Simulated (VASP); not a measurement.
# TiB (Pnma) in VASP: single point with PBEsol

Aim: the single point of TiB with PBEsol.

All numbers are computed with VASP 6.6.1; they aren't measurements. Logs are shortened: lines on timing, memory, paths and dates and some standing lists are left out, and cuts for length are marked.

## Step 1: The cell of the first run

It takes space group Pnma (No. 62, orthorhombic). Conventional cell: a = 6.061 Å, b = 3.034 Å, c = 4.528 Å, α = 90.00°, β = 90.00°, γ = 90.00°. Ti (site symmetry m) has 7 B at 2.33 to 2.53 Å and 8 Ti at 2.85 to 3.03 Å within 3.1 Å. B (site symmetry m) has 2 B at 1.81 Å and 6 Ti at 2.33 to 2.36 Å within 2.4 Å.

## Step 2: Single point, PBEsol

Contents of INCAR:

```
ALGO     = Normal         # electronic algorithm
EDIFF    = 1E-6           # SCF threshold, eV
ENCUT    = 500            # plane-wave cutoff, eV
GGA      = PS             # functional
GGA_COMPAT= F            
ISIF     = 2              # what is computed and relaxed
ISMEAR   = 0              # smearing method
LASPH    = T              # aspherical terms in the spheres
LCHARG   = F              # write CHGCAR
LREAL    = F              # projectors in reciprocal space
LWAVE    = F              # write WAVECAR
NBANDS   = 40             # bands
NELM     = 120            # most SCF steps
PREC     = Accurate       # precision mode
SIGMA    = 0.1            # smearing width, eV
```

Contents of KPOINTS:

```
k-points
0
Gamma
  6 12 8
```

Contents of POSCAR:

```
TiB
1.0
    6.0607032994      0.0000000000      0.0000000000
    0.0000000000      3.0341438268      0.0000000000
    0.0000000000      0.0000000000      4.5277845902
Ti B
4 4
Direct
    0.1773881499      0.2500000000      0.1219570033
    0.8226118501      0.7500000000      0.8780429967
    0.3226118501      0.7500000000      0.6219570033
    0.6773881499      0.2500000000      0.3780429967
    0.0302302589      0.2500000000      0.6002186362
    0.9697697411      0.7500000000      0.3997813638
    0.4697697411      0.7500000000      0.1002186362
    0.5302302589      0.2500000000      0.8997813638
```

Potentials or basis: VASP PAW PBE potentials, release 64 (Ti_sv, B).

Command:

```console
$ cat potpaw_PBE.64/Ti_sv/POTCAR potpaw_PBE.64/B/POTCAR > POTCAR
$ mpirun -np 1 vasp_std > vasp.out
```

OUTCAR:

```text
EDIFF = 1E-6
   ENCUT = 500
   GGA = PS
   ISIF = 2
   ISMEAR = 0
   LASPH = T
   LREAL = F
   NELM = 120
   PREC = Accurate

 ion  position               nearest neighbor table
   1  0.177  0.250  0.122-   7 2.33   7 2.33   6 2.34   6 2.34   5 2.34   8 2.36   5 2.53   2 2.85
                             2 2.85   3 2.86   3 2.86   3 2.86   3 2.86
   2  0.823  0.750  0.878-   8 2.33   8 2.33   5 2.34   5 2.34   6 2.34   7 2.36   6 2.53   1 2.85
                             1 2.85   4 2.86   4 2.86   4 2.86   4 2.86
   3  0.323  0.750  0.622-   5 2.33   5 2.33   8 2.34   8 2.34   7 2.34   6 2.36   7 2.53   4 2.85
                             4 2.85   1 2.86   1 2.86   1 2.86   1 2.86
   4  0.677  0.250  0.378-   6 2.33   6 2.33   7 2.34   7 2.34   8 2.34   5 2.36   8 2.53   3 2.85
                             3 2.85   2 2.86   2 2.86   2 2.86   2 2.86
   5  0.030  0.250  0.600-   6 1.81   6 1.81   3 2.33   3 2.33   2 2.34   2 2.34   1 2.34   4 2.36
                             1 2.53
   6  0.970  0.750  0.400-   5 1.81   5 1.81   4 2.33   4 2.33   1 2.34   1 2.34   2 2.34   3 2.36
                             2 2.53
   7  0.470  0.750  0.100-   8 1.81   8 1.81   1 2.33   1 2.33   4 2.34   4 2.34   3 2.34   2 2.36
                             3 2.53
   8  0.530  0.250  0.900-   7 1.81   7 1.81   2 2.33   2 2.33   3 2.34   3 2.34   4 2.34   1 2.36
                             4 2.53

  LATTYP: Found a simple orthorhombic cell.
 ALAT       =     3.0341438268
 B/A-ratio  =     1.4922775085
 C/A-ratio  =     1.9975003314

  Lattice vectors:

 A1 = (   0.0000000000,   3.0341438268,   0.0000000000)
 A2 = (   0.0000000000,   0.0000000000,   4.5277845902)
 A3 = (   6.0607032994,   0.0000000000,   0.0000000000)

Analysis of symmetry for initial positions (statically):
=====================================================================
 Subroutine PRICEL returns:
 Original cell was already a primitive cell.

 Routine SETGRP: Setting up the symmetry group for a
 simple orthorhombic supercell.

 Subroutine GETGRP returns: Found  8 space group operations
 (whereof  2 operations were pure point group operations)
 out of a pool of  8 trial point group operations.

The static configuration has the point symmetry S_2 .
 The point group associated with its full space group is D_2h.

Analysis of symmetry for dynamics (positions and initial velocities):
=====================================================================
 Subroutine PRICEL returns:
 Original cell was already a primitive cell.

 Routine SETGRP: Setting up the symmetry group for a
 simple orthorhombic supercell.

 Subroutine GETGRP returns: Found  8 space group operations
 (whereof  2 operations were pure point group operations)
 out of a pool of  8 trial point group operations.

The dynamic configuration has the point symmetry S_2 .
 The point group associated with its full space group is D_2h.

 Subroutine INISYM returns: Found  8 space group operations
 (whereof  2 operations are pure point group operations),
 and found     1 'primitive' translations

----------------------------------------------------------------------------------------

                                     Primitive cell

  volume of cell :      83.2616

  direct lattice vectors                    reciprocal lattice vectors
     6.060703299  0.000000000  0.000000000     0.164997353  0.000000000  0.000000000
     0.000000000  3.034143827  0.000000000     0.000000000  0.329582267  0.000000000
     0.000000000  0.000000000  4.527784590     0.000000000  0.000000000  0.220858563

  length of vectors
     6.060703299  3.034143827  4.527784590     0.164997353  0.329582267  0.220858563

  position of ions in fractional coordinates (direct lattice)
     0.177388150  0.250000000  0.121957003
     0.822611850  0.750000000  0.878042997
     0.322611850  0.750000000  0.621957003
     0.677388150  0.250000000  0.378042997
     0.030230259  0.250000000  0.600218636
     0.969769741  0.750000000  0.399781364
     0.469769741  0.750000000  0.100218636
     0.530230259  0.250000000  0.899781364

  ion indices of the primitive-cell ions
   primitive index   ion index
                 1           1
                 2           2
                 3           3
                 4           4
                 5           5
                 6           6
                 7           7
                 8           8

----------------------------------------------------------------------------------------

 KPOINTS: k-points

Automatic generation of k-mesh.
 Grid dimensions read from file:
 generate k-points for:    6   12    8

 Generating k-lattice:

  Cartesian coordinates                     Fractional coordinates (reciprocal lattice)
     0.027499559  0.000000000  0.000000000     0.166666667  0.000000000  0.000000000
     0.000000000  0.027465189  0.000000000     0.000000000  0.083333333  0.000000000
     0.000000000  0.000000000  0.027607320     0.000000000  0.000000000  0.125000000

  Length of vectors
     0.027499559  0.027465189  0.027607320

  Shift w.r.t. Gamma in fractional coordinates (k-lattice)
     0.000000000  0.000000000  0.000000000

 Subroutine IBZKPT returns following result:
 ===========================================

 Found    140 irreducible k-points:

 Following reciprocal coordinates:
            Coordinates               Weight
  0.000000  0.000000  0.000000      1.000000
  0.166667  0.000000  0.000000      2.000000
  0.333333  0.000000  0.000000      2.000000
  0.500000  0.000000  0.000000      1.000000
  0.000000  0.083333  0.000000      2.000000
  0.166667  0.083333  0.000000      4.000000
[... 16 lines left out ...]
  0.333333  0.416667  0.000000      4.000000
  0.500000  0.416667  0.000000      2.000000
 [... further k-points ...]
   k-points           NKPTS =    140   k-points in BZ     NKDIM =    140   number of bands    NBANDS=     40
   number of dos      NEDOS =    301   number of ions     NIONS =      8
   total plane-waves  NPLWV =  41472
   dimension x,y,z NGX =    48 NGY =   24 NGZ =   36
   dimension x,y,z NGXF=    96 NGYF=   48 NGZF=   72
   ions per type =               4   4
   NGX,Y,Z   is equivalent  to a cutoff of  13.17, 13.15, 13.22 a.u.
   NGXF,Y,Z  is equivalent  to a cutoff of  26.33, 26.30, 26.44 a.u.
 SYSTEM =  unknown system
   PREC   = accura    normal or accurate (medium, high low for compatibility)
   ISTART =      0    job   : 0-new  1-cont  2-samecut
   ICHARG =      2    charge: 1-file 2-atom 10-const
   ISPIN  =      1    spin polarized calculation?
   LNONCOLLINEAR =      F non collinear calculations
   LSORBIT =      F    spin-orbit coupling
   LASPH  =      T    aspherical Exc in radial PAW
   ENCUT  =  500.0 eV  36.75 Ry    6.06 a.u.  11.05  5.53  8.26*2*pi/ulx,y,z
   NELM   =    120;   NELMIN=  2; NELMDL= -5     # of ELM steps
   EDIFF  = 0.1E-05   stopping-criterion for ELM
   LREAL  =      F    real-space projection
   EDIFFG = 0.1E-04   stopping-criterion for IOM
   NSW    =      0    number of steps for IOM
   IBRION =     -1    ionic relax: 0-MD 1-quasi-New 2-CG
   NFREE  =      0    steps in history (QN), initial steepest desc. (CG)
   ISIF   =      2    stress and relaxation
   ISYM   =      2    0-nonsym 1-usesym 2-fastsym
   POTIM  = 0.5000    time-step for ionic-motion
   TEBEG  =    0.0;   TEEND  =   0.0 temperature during run
   PSTRESS=    0.0 pullay stress
   NELECT =      60.0000    total number of electrons
   NUPDOWN=      -1.0000    fix difference up-down
   EMIN   =  10.00;   EMAX   =-10.00  energy-range for DOS
   EFERMI =   0.00;   METHOD = LEGACY
   ISMEAR =     0;   SIGMA  =   0.10  broadening in eV -4-tet -1-fermi 0-gaus
   EFERMI_NEDOS =   21; number of points for ismear=-14 and -15
   IALGO  =     38    algorithm
   IMIX   =      4    mixing-type and parameters
     AMIX     =   0.40;   BMIX     =  1.00
     AMIX_MAG =   1.60;   BMIX_MAG =  1.00
  volume/ion in A,a.u.               =      10.41        70.23
  Fermi-wavevector in a.u.,A,eV,Ry     =   1.467721  2.773591 29.309750  2.154206
  Thomas-Fermi vector in A             =   2.583305
   LORBIT       =      0    0 simple, 1 ext, 2 COOP (PROOUT), +10 PAW based schemes
   GGA     = PS    functional components
   LHFCALC =     F    Hartree Fock is set to
   AEXX    =    0.0000 exact exchange contribution
   IVDW    =     0    specifies the selected vdW correction
   LEPSILON=     F    determine dielectric tensor
   LRPA    =     F    only Hartree local field effects (RPA)
 non-spin polarized calculation
 Gauss-broadening in eV      SIGMA  =   0.10
  energy-cutoff  :      500.00
  volume of cell :       83.26
 maximum number of plane-waves:      2156
 NGX is ok and might be reduce to    48
   NGX = 23   NGY = 11   NGZ = 17

 number of electron      60.0000008 magnetization

 Free energy of the ion-electron system (eV)
  ---------------------------------------------------
  ext. energy  EPLUGINS =         0.00000000
  ---------------------------------------------------
  free energy    TOTEN  =       -68.62022420 eV

  energy without entropy =      -68.60093495  energy(sigma->0) =      -68.61057958

 E-fermi :   8.8263     XC(G=0): -12.5964

 val. band max:        8.8262364954   @ k =   0.5000   0.3333   0.5000
 cond. band min:       8.8269783322   @ k =   0.1667   0.1667   0.0000
 fundamental gap:      0.0007418368
 Fermi energy:         8.8263076588

 k-point     1 :       0.0000    0.0000    0.0000
  band No.  band energies     occupation
      1     -47.1685      2.00000
      2     -47.1040      2.00000
      3     -47.0531      2.00000
      4     -47.0132      2.00000
      5     -23.7600      2.00000
      6     -23.7512      2.00000
[... 32 lines left out ...]
     39      11.9154      0.00000
     40      12.5154      0.00000

 k-point     2 :       0.1667    0.0000    0.0000
  band No.  band energies     occupation
      1     -47.1653      2.00000
      2     -47.1111      2.00000
      3     -47.0477      2.00000
      4     -47.0147      2.00000
      5     -23.7628      2.00000
      6     -23.7560      2.00000
[... 32 lines left out ...]
     39      12.1592      0.00000
     40      12.5070      0.00000

 k-point     3 :       0.3333    0.0000    0.0000
  band No.  band energies     occupation
      1     -47.1562      2.00000
      2     -47.1263      2.00000
      3     -47.0370      2.00000
      4     -47.0193      2.00000
      5     -23.7691      2.00000
      6     -23.7655      2.00000
[... 32 lines left out ...]
     39      12.1951      0.00000
     40      12.2774      0.00000

 k-point     4 :       0.5000    0.0000    0.0000
  band No.  band energies     occupation
      1     -47.1425      2.00000
      2     -47.1425      2.00000
      3     -47.0269      2.00000
      4     -47.0269      2.00000
      5     -23.7713      2.00000
      6     -23.7713      2.00000
[... 32 lines left out ...]
     39      12.0692      0.00000
     40      12.0692      0.00000
[... 772 lines left out ...]
     39      12.5564      0.00000
     40      12.5590      0.00000

 k-point    23 :       0.3333    0.4167    0.0000
  band No.  band energies     occupation
      1     -47.0811      2.00000
      2     -47.0686      2.00000
      3     -47.0455      2.00000
      4     -47.0454      2.00000
      5     -23.7032      2.00000
      6     -23.6587      2.00000
[... 32 lines left out ...]
     39      12.5464      0.00000
     40      12.5626      0.00000

 k-point    24 :       0.5000    0.4167    0.0000
  band No.  band energies     occupation
      1     -47.0752      2.00000
      2     -47.0752      2.00000
      3     -47.0451      2.00000
      4     -47.0451      2.00000
      5     -23.6697      2.00000
      6     -23.6697      2.00000
[... 32 lines left out ...]
     39      12.4850      0.00000
     40      12.4850      0.00000

 [... further k-points ...]

------------------------ aborting loop because EDIFF is reached ----------------------------------------

  FORCE on cell =-STRESS in cart. coord.  units (eV):
  Direction    XX          YY          ZZ          XY          YZ          ZX
  --------------------------------------------------------------------------------------
  -------------------------------------------------------------------------------------
  Total       -0.0453296     -0.0732954     -0.0776435      0.0000000      0.0000000      0.0000000
  in kB       -0.8722637     -1.4103999     -1.4940695      0.0000000      0.0000000      0.0000000
  external PRESSURE =      -1.2589110 kB  Pullay stress =       0.0000000 kB

 VOLUME and BASIS-vectors are now :
 -----------------------------------------------------------------------------
  energy-cutoff  :      500.00
  volume of cell :       83.26
      direct lattice vectors                 reciprocal lattice vectors
     6.060703299  0.000000000  0.000000000     0.164997353  0.000000000  0.000000000
     0.000000000  3.034143827  0.000000000     0.000000000  0.329582267  0.000000000
     0.000000000  0.000000000  4.527784590     0.000000000  0.000000000  0.220858563

 POSITION                                       TOTAL-FORCE (eV/Angst)
 -----------------------------------------------------------------------------------
      1.07510      0.75854      0.55220        -0.002970      0.000000     -0.002483
      4.98561      2.27561      3.97559         0.002970      0.000000      0.002483
      1.95525      2.27561      2.81609         0.002970      0.000000     -0.002483
      4.10545      0.75854      1.71170        -0.002970     -0.000000      0.002483
      0.18322      0.75854      2.71766        -0.002084     -0.000000     -0.005306
      5.87749      2.27561      1.81012         0.002084     -0.000000      0.005306
      2.84714      2.27561      0.45377         0.002084     -0.000000     -0.005306
      3.21357      0.75854      4.07402        -0.002084     -0.000000      0.005306
 -----------------------------------------------------------------------------------
    total drift:                                0.000000     -0.000000     -0.000000

  FREE ENERGIE OF THE ION-ELECTRON SYSTEM (eV)
  ---------------------------------------------------
  free  energy   TOTEN  =       -68.6202242024 eV

  energy  without entropy=      -68.6009349501  energy(sigma->0) =      -68.61057958
```

It took 9.7 min on 1 thread of Oxide Virtual Turin-like, shared host; peak memory 0.4 GiB.

What came out:

* Free energy: -68.6202 eV
* Pressure: -0.1 GPa
* Largest force: 0.006 eV/Å
* Band gap on the k mesh: zero (bands 30 and 31 overlap by 1.72 eV)

Forces on the atoms (eV/Å):
```
Ti  -0.003  0.000 -0.002
Ti   0.003  0.000  0.002
Ti   0.003  0.000 -0.002
Ti  -0.003  0.000  0.002
B   -0.002  0.000 -0.005
B    0.002  0.000  0.005
B    0.002  0.000 -0.005
B   -0.002  0.000  0.005
```

Caveat: the PAW data sets were made with another functional, which shifts forces and pressure a little.
